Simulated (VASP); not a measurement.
# C (Fmm2) in VASP: single point with PBE

Aim: the single point of C with PBE.

Everything below comes from runs of VASP 6.6.1. Logs are shortened: lines on timing, memory, paths and dates and some standing lists are left out, and cuts for length are marked.

### Step 1. The cell of the first run

It takes space group Fmm2 (No. 42, orthorhombic). Conventional cell: a = 2.518 Å, b = 33.218 Å, c = 4.361 Å, α = 90.00°, β = 90.00°, γ = 90.00°. Within 2.1 Å of C (site symmetry m) lie 4 C at 1.54 Å. C (site symmetry m) has 4 C at 1.54 Å within 2.1 Å. Within 2.1 Å of C (site symmetry m) lie 4 C at 1.54 Å. C (site symmetry m) has 4 C at 1.54 Å within 2.1 Å. C (site symmetry m) has 4 C at 1.54 to 1.57 Å within 2.1 Å. C (site symmetry m) has 4 C at 1.54 to 1.57 Å within 2.1 Å. Within 2.1 Å of C (site symmetry m) lie 5 C at 1.54 to 2.01 Å. Within 2.1 Å of C (site symmetry m) lie 4 C at 1.54 to 1.57 Å.

### Step 2. Single point, PBE (the part above a cut slid along it)

The input, INCAR:

```
SYSTEM = C
  PREC = Accurate
  ENCUT = 520
  EDIFF = 1E-7
  ISMEAR = 0
  SIGMA = 0.05
  LREAL = Auto
  LASPH = .True.
  NELM = 60
  ALGO = Normal
  ISIF = 2
  LWAVE = .False.
  LCHARG = .True.
  GGA = PE
  LELF = .True.
  LVHAR = .True.
  ISYM = 0
  NBANDS = 46
```

The input, KPOINTS:

```
Automatic mesh
0
Gamma
  10 10 2
  0 0 0
```

The input, POSCAR:

```
C
1.0
   -2.5180184914      0.0000000000      0.0000000000
   -1.2590092457     -2.1806679808      0.0000000000
   -1.8885138686     -1.0903339904     16.6091763648
C
16
Direct
   -0.3357420410     -0.3357420410      0.6714840821
   -0.0857420410     -0.0857420410      0.1714840821
   -0.4607420410      0.5392579590      0.9214840821
   -0.2107420411      0.7892579590      0.4214840821
   -0.4142579590     -0.4142579590      0.8285159179
   -0.1642579590     -0.1642579590      0.3285159179
   -0.0392579590      0.9607420410      0.0785159179
   -0.2892579590      0.7107420411      0.5785159179
   -0.0180488073     -0.0180488073      0.7027642813
    0.2319511927      0.2319511927      0.2027642813
    0.1902845260      0.1902845260      0.9527642813
    0.4402845260      0.4402845260      0.4527642813
   -0.0652845260     -0.0652845260      0.7972357187
    0.1847154740      0.1847154740      0.2972357187
    0.6430488073      0.6430488073      0.0472357187
    0.3930488073      0.3930488073      0.5472357187
```

Potentials or basis: VASP PAW PBE potentials, release 64 (C).

Started as:

```bash
cat potpaw_PBE.64/C/POTCAR > POTCAR
mpirun -np 1 vasp_std > vasp.out
```

OUTCAR:

```text
SYSTEM = C
   PREC = Accurate
   ENCUT = 520
   EDIFF = 1E-7
   ISMEAR = 0
   LREAL = Auto
   LASPH = .True.
   NELM = 60
   ISIF = 2
   GGA = PE
   ISYM = 0

 ion  position               nearest neighbor table
   1  0.664  0.664  0.671-   9 1.54   9 1.54   9 1.54   8 1.54
   2  0.914  0.914  0.171-  10 1.54  10 1.54  10 1.54   7 1.54
   3  0.539  0.539  0.921-  11 1.54  11 1.54  11 1.54   5 1.54
   4  0.789  0.789  0.421-  12 1.54  12 1.54  12 1.54   6 1.54
   5  0.586  0.586  0.829-  13 1.54  13 1.54  13 1.54   3 1.54
   6  0.836  0.836  0.329-  14 1.54  14 1.54  14 1.54   4 1.54
   7  0.961  0.961  0.079-  15 1.54  15 1.54  15 1.54   2 1.54
   8  0.711  0.711  0.579-  16 1.54  16 1.54  16 1.54   1 1.54
   9  0.982  0.982  0.703-   1 1.54   1 1.54   1 1.54  13 1.57
  10  0.232  0.232  0.203-   2 1.54   2 1.54   2 1.54  14 1.57
  11  0.190  0.190  0.953-   3 1.54   3 1.54   3 1.54  15 2.01  15 2.01
  12  0.440  0.440  0.453-   4 1.54   4 1.54   4 1.54  16 1.57
  13  0.935  0.935  0.797-   5 1.54   5 1.54   5 1.54   9 1.57
  14  0.185  0.185  0.297-   6 1.54   6 1.54   6 1.54  10 1.57
  15  0.643  0.643  0.047-   7 1.54   7 1.54   7 1.54  11 2.01  11 2.01
  16  0.393  0.393  0.547-   8 1.54   8 1.54   8 1.54  12 1.57

IMPORTANT INFORMATION: All symmetrisations will be switched off!
NOSYMM: (Re-)initialisation of all symmetry stuff for point group C_1.

----------------------------------------------------------------------------------------

                                     Primitive cell

  volume of cell :      91.2004

  direct lattice vectors                    reciprocal lattice vectors
    -2.518018491  0.000000000  0.000000000    -0.397137671  0.229287541 -0.030103841
    -1.259009246 -2.180667981  0.000000000     0.000000000 -0.458575083 -0.030103841
    -1.888513869 -1.090333990 16.609176365     0.000000000  0.000000000  0.060207681

  length of vectors
     2.518018491  2.518018491 16.751717893     0.459562126  0.459562126  0.060207681

  position of ions in fractional coordinates (direct lattice)
     0.664257959  0.664257959  0.671484082
     0.914257959  0.914257959  0.171484082
     0.539257959  0.539257959  0.921484082
     0.789257959  0.789257959  0.421484082
     0.585742041  0.585742041  0.828515918
     0.835742041  0.835742041  0.328515918
[... 8 lines left out ...]
     0.643048807  0.643048807  0.047235719
     0.393048807  0.393048807  0.547235719

  ion indices of the primitive-cell ions
   primitive index   ion index
                 1           1
                 2           2
                 3           3
                 4           4
                 5           5
                 6           6
[... 8 lines left out ...]
                15          15
                16          16

----------------------------------------------------------------------------------------

 KPOINTS: Automatic mesh

Automatic generation of k-mesh.
 Grid dimensions read from file:
 generate k-points for:   10   10    2

 Generating k-lattice:

  Cartesian coordinates                     Fractional coordinates (reciprocal lattice)
    -0.039713767  0.022928754 -0.003010384     0.100000000  0.000000000  0.000000000
     0.000000000 -0.045857508 -0.003010384     0.000000000  0.100000000  0.000000000
     0.000000000  0.000000000  0.030103841     0.000000000  0.000000000  0.500000000

  Length of vectors
     0.045956213  0.045956213  0.030103841

  Shift w.r.t. Gamma in fractional coordinates (k-lattice)
     0.000000000  0.000000000  0.000000000

 -----------------------------------------------------------------------------
|                                                                             |
|           W    W    AA    RRRRR   N    N  II  N    N   GGGG   !!!           |
|           W    W   A  A   R    R  NN   N  II  NN   N  G    G  !!!           |
|           W    W  A    A  R    R  N N  N  II  N N  N  G       !!!           |
|           W WW W  AAAAAA  RRRRR   N  N N  II  N  N N  G  GGG   !            |
|           WW  WW  A    A  R   R   N   NN  II  N   NN  G    G                |
|           W    W  A    A  R    R  N    N  II  N    N   GGGG   !!!           |
|                                                                             |
|     Your reciprocal lattice and k-lattice belong to different lattice       |
|     classes:                                                                |
|                                                                             |
|        The reciprocal lattice is body-centered orthorhombic,                |
|        whereas your k-lattice is base-centered monoclinic.                  |
|                                                                             |
|     Results are often still useful ...                                      |
|                                                                             |
 -----------------------------------------------------------------------------

 WARNING: IBZKPT: internal override: KBLOWUP is changed to .FALSE.
      ... skipping the blow-up phase ...

 Subroutine IBZKPT returns following result:
 ===========================================

 Found    104 irreducible k-points:

 Following reciprocal coordinates:
            Coordinates               Weight
  0.000000  0.000000  0.000000      1.000000
  0.100000  0.000000 -0.000000      2.000000
  0.200000  0.000000 -0.000000      2.000000
  0.300000 -0.000000 -0.000000      2.000000
  0.400000 -0.000000  0.000000      2.000000
  0.500000 -0.000000  0.000000      1.000000
[... 16 lines left out ...]
 -0.400000  0.200000 -0.000000      2.000000
 -0.300000  0.200000  0.000000      2.000000
 [... further k-points ...]
   k-points           NKPTS =    104   k-points in BZ     NKDIM =    104   number of bands    NBANDS=     46
   number of dos      NEDOS =    301   number of ions     NIONS =     16
   total plane-waves  NPLWV =  50400
   dimension x,y,z NGX =    20 NGY =   20 NGZ =  126
   dimension x,y,z NGXF=    40 NGYF=   40 NGZF=  252
   ions per type =              16
   NGX,Y,Z   is equivalent  to a cutoff of  13.20, 13.20, 12.50 a.u.
   NGXF,Y,Z  is equivalent  to a cutoff of  26.41, 26.41, 25.01 a.u.
 SYSTEM =  C
   PREC   = accura    normal or accurate (medium, high low for compatibility)
   ISTART =      0    job   : 0-new  1-cont  2-samecut
   ICHARG =      2    charge: 1-file 2-atom 10-const
   ISPIN  =      1    spin polarized calculation?
   LNONCOLLINEAR =      F non collinear calculations
   LSORBIT =      F    spin-orbit coupling
   LASPH  =      T    aspherical Exc in radial PAW
   ENCUT  =  520.0 eV  38.22 Ry    6.18 a.u.   4.68  4.68 31.15*2*pi/ulx,y,z
   NELM   =     60;   NELMIN=  2; NELMDL= -5     # of ELM steps
   EDIFF  = 0.1E-06   stopping-criterion for ELM
   LREAL  =      T    real-space projection
   EDIFFG = 0.1E-05   stopping-criterion for IOM
   NSW    =      0    number of steps for IOM
   IBRION =     -1    ionic relax: 0-MD 1-quasi-New 2-CG
   NFREE  =      0    steps in history (QN), initial steepest desc. (CG)
   ISIF   =      2    stress and relaxation
   ISYM   =      0    0-nonsym 1-usesym 2-fastsym
   POTIM  = 0.5000    time-step for ionic-motion
   TEBEG  =    0.0;   TEEND  =   0.0 temperature during run
   PSTRESS=    0.0 pullay stress
   NELECT =      64.0000    total number of electrons
   NUPDOWN=      -1.0000    fix difference up-down
   EMIN   =  10.00;   EMAX   =-10.00  energy-range for DOS
   EFERMI =   0.00;   METHOD = LEGACY
   ISMEAR =     0;   SIGMA  =   0.05  broadening in eV -4-tet -1-fermi 0-gaus
   EFERMI_NEDOS =   21; number of points for ismear=-14 and -15
   IALGO  =     38    algorithm
   IMIX   =      4    mixing-type and parameters
     AMIX     =   0.40;   BMIX     =  1.00
     AMIX_MAG =   1.60;   BMIX_MAG =  1.00
  volume/ion in A,a.u.               =       5.70        38.47
  Fermi-wavevector in a.u.,A,eV,Ry     =   1.454798  2.749169 28.795869  2.116437
  Thomas-Fermi vector in A             =   2.571907
   LORBIT       =      0    0 simple, 1 ext, 2 COOP (PROOUT), +10 PAW based schemes
   GGA     = PE    functional components
   LHFCALC =     F    Hartree Fock is set to
   AEXX    =    0.0000 exact exchange contribution
   IVDW    =     0    specifies the selected vdW correction
   LEPSILON=     F    determine dielectric tensor
   LRPA    =     F    only Hartree local field effects (RPA)
 non-spin polarized calculation
 Gauss-broadening in eV      SIGMA  =   0.05
  energy-cutoff  :      520.00
  volume of cell :       91.20
 maximum number of plane-waves:      2481
   NGX =  9   NGY =  9   NGZ = 61

 number of electron      64.0000001 magnetization

 Free energy of the ion-electron system (eV)
  ---------------------------------------------------
  ext. energy  EPLUGINS =         0.00000000
  ---------------------------------------------------
  free energy    TOTEN  =      -141.18674084 eV

  energy without entropy =     -141.18468757  energy(sigma->0) =     -141.18571421

 E-fermi :   9.8988     XC(G=0): -13.2568

 val. band max:        9.8830201638   @ k =  -0.4000   0.1000   0.5000
 cond. band min:       9.9211359520   @ k =  -0.1000   0.1000   0.5000
 fundamental gap:      0.0381157882
 Fermi energy:         9.8987970012

 k-point     1 :       0.0000    0.0000    0.0000
  band No.  band energies     occupation
      1     -11.7752      2.00000
      2     -11.3526      2.00000
      3     -11.2981      2.00000
      4     -10.1402      2.00000
      5      -9.9874      2.00000
      6      -8.0720      2.00000
[... 36 lines left out ...]
     43      16.8640      0.00000
     44      16.9938      0.00000

 k-point     2 :       0.1000    0.0000   -0.0000
  band No.  band energies     occupation
      1     -11.5276      2.00000
      2     -11.1281      2.00000
      3     -11.0281      2.00000
      4      -9.9329      2.00000
      5      -9.7072      2.00000
      6      -7.9204      2.00000
[... 36 lines left out ...]
     43      17.3741      0.00000
     44      17.5207      0.00000

 k-point     3 :       0.2000    0.0000   -0.0000
  band No.  band energies     occupation
      1     -10.7889      2.00000
      2     -10.4280      2.00000
      3     -10.2531      2.00000
      4      -9.2750      2.00000
      5      -8.9124      2.00000
      6      -7.3289      2.00000
[... 36 lines left out ...]
     43      17.9223      0.00000
     44      18.5230      0.00000

 k-point     4 :       0.3000   -0.0000   -0.0000
  band No.  band energies     occupation
      1      -9.5746      2.00000
      2      -9.2540      2.00000
      3      -9.0024      2.00000
      4      -8.1567      2.00000
      5      -7.6503      2.00000
      6      -6.2916      2.00000
[... 882 lines left out ...]
     43      19.3152      0.00000
     44      19.6220      0.00000

 k-point    23 :      -0.4000    0.2000   -0.0000
  band No.  band energies     occupation
      1      -5.7174      2.00000
      2      -5.5056      2.00000
      3      -5.2749      2.00000
      4      -4.7707      2.00000
      5      -4.7269      2.00000
      6      -4.2993      2.00000
[... 36 lines left out ...]
     43      19.2690      0.00000
     44      19.6239      0.00000

 k-point    24 :      -0.3000    0.2000    0.0000
  band No.  band energies     occupation
      1      -7.2564      2.00000
      2      -6.8846      2.00000
      3      -6.7582      2.00000
      4      -5.7730      2.00000
      5      -5.5668      2.00000
      6      -4.0643      2.00000
[... 36 lines left out ...]
     43      19.3985      0.00000
     44      19.6114      0.00000

 [... further k-points ...]

 [bands above 44 left out]

------------------------ aborting loop because EDIFF is reached ----------------------------------------

  FORCE on cell =-STRESS in cart. coord.  units (eV):
  Direction    XX          YY          ZZ          XY          YZ          ZX
  --------------------------------------------------------------------------------------
  -------------------------------------------------------------------------------------
  Total       -0.1365229     -2.8194948      8.3397596      2.3235219      0.0044533      0.0077130
  in kB       -2.3983881    -49.5319377    146.5100977     40.8188522      0.0782337      0.1354985
  external PRESSURE =      31.5265906 kB  Pullay stress =       0.0000000 kB

 VOLUME and BASIS-vectors are now :
 -----------------------------------------------------------------------------
  energy-cutoff  :      520.00
  volume of cell :       91.20
      direct lattice vectors                 reciprocal lattice vectors
    -2.518018491  0.000000000  0.000000000    -0.397137671  0.229287541 -0.030103841
    -1.259009246 -2.180667981  0.000000000     0.000000000 -0.458575083 -0.030103841
    -1.888513869 -1.090333990 16.609176365     0.000000000  0.000000000  0.060207681

 POSITION                                       TOTAL-FORCE (eV/Angst)
 -----------------------------------------------------------------------------------
     -3.77703     -2.18067     11.15280         0.016387      0.009461      0.062270
     -3.77703     -2.18067      2.84821         0.309434      0.178652      0.598239
     -3.77703     -2.18067     15.30509         0.603069      0.348182      0.044239
     -3.77703     -2.18067      7.00050        -0.002063     -0.001191      0.048608
     -3.77703     -2.18067     13.76097         0.299660      0.173009     -0.597568
     -3.77703     -2.18067      5.45638         0.006469      0.003735     -0.061767
[... 8 lines left out ...]
     -2.51802     -1.45378      0.78455        -0.911614     -0.526321      3.181728
     -2.51802     -1.45378      9.08913         0.000195      0.000113      0.026025
 -----------------------------------------------------------------------------------
    total drift:                               -0.008055     -0.004651     -0.006208

  FREE ENERGIE OF THE ION-ELECTRON SYSTEM (eV)
  ---------------------------------------------------
  free  energy   TOTEN  =      -141.1867408449 eV

  energy  without entropy=     -141.1846875689  energy(sigma->0) =     -141.18571421
```

It took 11 min on 1 thread of Intel Xeon Platinum 8375C at 2.90GHz (Ice Lake), shared host; peak memory 0.38 GiB.

Results:

| Item | Value |
| --- | --- |
| Free energy | -141.1867 eV |
| Pressure | 3.2 GPa |
| Largest force | 3.351 eV/Å |
| Band gap on the k mesh | zero (bands 32 and 33 overlap by 0.25 eV) |

Forces in eV/Å, atoms in the order of the input:
```
C    0.016  0.009  0.062
C    0.309  0.179  0.598
C    0.603  0.348  0.044
C   -0.002 -0.001  0.049
C    0.300  0.173 -0.598
C    0.006  0.004 -0.062
C    0.594  0.343 -0.043
C   -0.011 -0.006 -0.047
C   -0.009 -0.005 -0.091
C    0.008  0.004 -0.126
C   -0.904 -0.522 -3.183
C    0.007  0.004 -0.028
C    0.005  0.003  0.125
C   -0.012 -0.007  0.091
C   -0.912 -0.526  3.182
C    0.000  0.000  0.026
```

Stress tensor (GPa, compression positive):
```
-0.24  4.08  0.01
 4.08 -4.95  0.01
 0.01  0.01 14.65
```

Caveat: the cell differs from its parent crystal (the part above a cut slid along it); the stress differs along the axes, from -5 to 15 GPa; forces of over 1 eV/Å act on the atoms, so gaps and moduli don't describe the material at rest.

The gap in the log of VASP goes by the Fermi energy; the results here count the filled bands.